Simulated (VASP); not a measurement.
SrHI, 6 atoms in the cell. The cell holds a disordered packing, 6 atoms: a = 4.481 Å, b = 6.192 Å, c = 6.043 Å, α = 89.76°, β = 95.05°, γ = 97.33°. 

```yaml
Program: VASP 6.6.1
Task: single point
Functional: RPBE
Potentials_or_basis: VASP PAW PBE potentials, release 64 (Sr_sv, H, I)
Cutoff: 520 eV
k_mesh: 4 × 3 × 3, shifted
Occupations: fermi-dirac, width 0.0337 eV
Spin: no spin polarisation
Dipole_correction: no
Further_INCAR_settings: ALGO = Normal; EDIFF = 1e-07; NBANDS = 27
```

Potentials or basis: VASP PAW PBE potentials, release 64 (Sr_sv, H, I).

Run with:

```bash
$ cat potpaw_PBE.64/Sr_sv/POTCAR potpaw_PBE.64/H/POTCAR potpaw_PBE.64/I/POTCAR > POTCAR
$ mpirun -np 1 vasp_std > vasp.out
```

Hardware: 1 thread of AMD EPYC 7R13 Processor (Zen 3), with other jobs on the host.

Q: Estimate the wall time of this run.

A: Run time: 66 s on 1 thread of AMD EPYC 7R13 Processor (Zen 3), on a shared host, peak memory 0.28 GiB. Counts: scf iterations 16, k points 18.
